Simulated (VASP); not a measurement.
A run of VASP 6.6.1 is set up as follows.

File INCAR:

```
PREC = Accurate
ENCUT = 520
EDIFF = 1E-6
ISMEAR = 0
SIGMA = 0.1
LREAL = F
LASPH = T
NELM = 150
ALGO = Normal
ISIF = 2
LWAVE = F
LCHARG = T
ISPIN = 2
MAGMOM = 0 3 0 0 0 0 0 0 0 0
LORBIT = 11
LMAXMIX = 4
GGA = PE
LELF = T
LVHAR = T
NBANDS = 42
```

The input KPOINTS:

```
Automatic mesh
0
Gamma
  4 4 4
```

The input POSCAR:

```
CaCoC4N4
1.0
    6.1008602900      0.0000000000      0.0000000000
    0.0000000000      6.1008602900      0.0000000000
    0.0000000000      0.0000000000      6.1008602900
Ca Co C N
1 1 4 4
Direct
    0.0000000000      0.0000000000      0.0000000000
    0.5000000000      0.5000000000      0.5000000000
    0.1992997100      0.1992997100      0.1992997100
    0.1992997100      0.8007002900      0.8007002900
    0.8007002900      0.1992997100      0.8007002900
    0.8007002900      0.8007002900      0.1992997100
    0.3100217700      0.3100217700      0.3100217700
    0.3100217700      0.6899782300      0.6899782300
    0.6899782300      0.3100217700      0.6899782300
    0.6899782300      0.6899782300      0.3100217700
```

Potentials or basis: VASP PAW PBE potentials, release 64 (Ca_sv, Co, C, N).

The run is started by

```sh
$ cat potpaw_PBE.64/Ca_sv/POTCAR potpaw_PBE.64/Co/POTCAR potpaw_PBE.64/C/POTCAR potpaw_PBE.64/N/POTCAR > POTCAR
$ mpirun -np 1 vasp_std > vasp.out
```

(1) What does it give for the largest force?

(2) Estimate the site moments.

Answers

(1) 3.819 eV/Å.

(2) Ca +0.01; Co +2.54; C +0.03; N +0.04 μB.

Caveat: a cell with one magnetic atom can't hold antiferromagnetic order, which such compounds often take; forces of over 1 eV/Å act on the atoms, so gaps and moduli don't describe the material at rest.
